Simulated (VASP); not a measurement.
Write the native input for VASP 6.6.1 that does the following.

| Item | Value |
| --- | --- |
| Task | single point |
| Functional | PBE |
| Potentials or basis | VASP PAW PBE potentials, release 64 (Fe, O) |
| Cutoff | 520 eV |
| k mesh | 9 × 9 × 9 |
| Occupations | fermi-dirac, width 0.05 eV |
| Spin | collinear spin, ferromagnetic start |
| Starting moments | [6.0, 0.0] μB |
| Fixed moment | 6 μB |
| Dipole correction | no |
| Further INCAR settings | ALGO = Normal; EDIFF = 1e-06; NBANDS = 18 |

The structure of FeO (Wuestite) lies in POSCAR:

```
FeO
1.0
    0.0000000000      2.1554000000      2.1554000000
    2.1554000000      0.0000000000      2.1554000000
    2.1554000000      2.1554000000      0.0000000000
Fe O
1 1
Direct
    0.0000000000      0.0000000000      0.0000000000
    0.5000000000      0.5000000000      0.5000000000
```

These files were run (other wordings do the same):

INCAR

```
SYSTEM = FeO
ALGO = Normal
EDIFF = 1E-6
ENCUT = 520
GGA = PE
ISIF = 2
ISMEAR = -1
ISPIN = 2
LASPH = .True.
LCHARG = .False.
LMAXMIX = 4
LORBIT = 11
LREAL = .False.
LWAVE = .False.
MAGMOM = 6 0
NBANDS = 18
NELM = 150
NUPDOWN = 6.0
PREC = Accurate
SIGMA = 0.05
```

KPOINTS

```
k-points
0
Gamma
  9 9 9
  0 0 0
```

Potentials or basis: VASP PAW PBE potentials, release 64 (Fe, O).

Run with:

```console
$ cat potpaw_PBE.64/Fe/POTCAR potpaw_PBE.64/O/POTCAR > POTCAR
$ mpirun -np 1 vasp_std > vasp.out
```

It gave:

```
Pressure                                              : 54.9 GPa
Net moment                                            : 6.00 μB per cell
Site moments                                          : Fe +4.61; O +0.83 μB
Valence electrons inside the program's atomic spheres : Fe 6.58; O 4.96
```

Caveat: the total moment is fixed, so each spin has its own Fermi level; a cell with one magnetic atom can't hold antiferromagnetic order, which such compounds often take.

It took 45 s on 1 thread of Intel Xeon 8259CL (shared host), peak memory 0.16 GiB.
